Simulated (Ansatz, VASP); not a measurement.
# MoS2 in VASP and in Ansatz

```
Mo S
1.0
     1.56371    0.90281    6.24935
    -1.56371    0.90281    6.24935
     0.00000   -1.80562    6.24935
Mo S
1 2
Direct
  0.00010 0.00010 0.00010
  0.25076 0.25076 0.25076
  0.41614 0.41614 0.41614
```

Alike in both runs: task relaxation of the atoms; functional PBEsol; k mesh 8 × 8 × 8; no spin polarisation.

```csv
,VASP,Ansatz
version,VASP 6.6.1,Ansatz 0.2.0
potentials or method,"VASP PAW PBE potentials, release 64 (Mo_sv, S), cutoff 520 eV","all-electron LAPW, scalar-relativistic"
occupations,"gaussian, width 0.01 eV",fixed
```

```csv
,VASP,Ansatz,Ansatz less VASP
"gap on the k mesh at the Fermi level, each at its own relaxed structure (eV)",1.11,1.09,-0.012
```

VASP's potentials were made for PBE, not for PBEsol. Ansatz ran all-electron here, and VASP with PAW potentials.
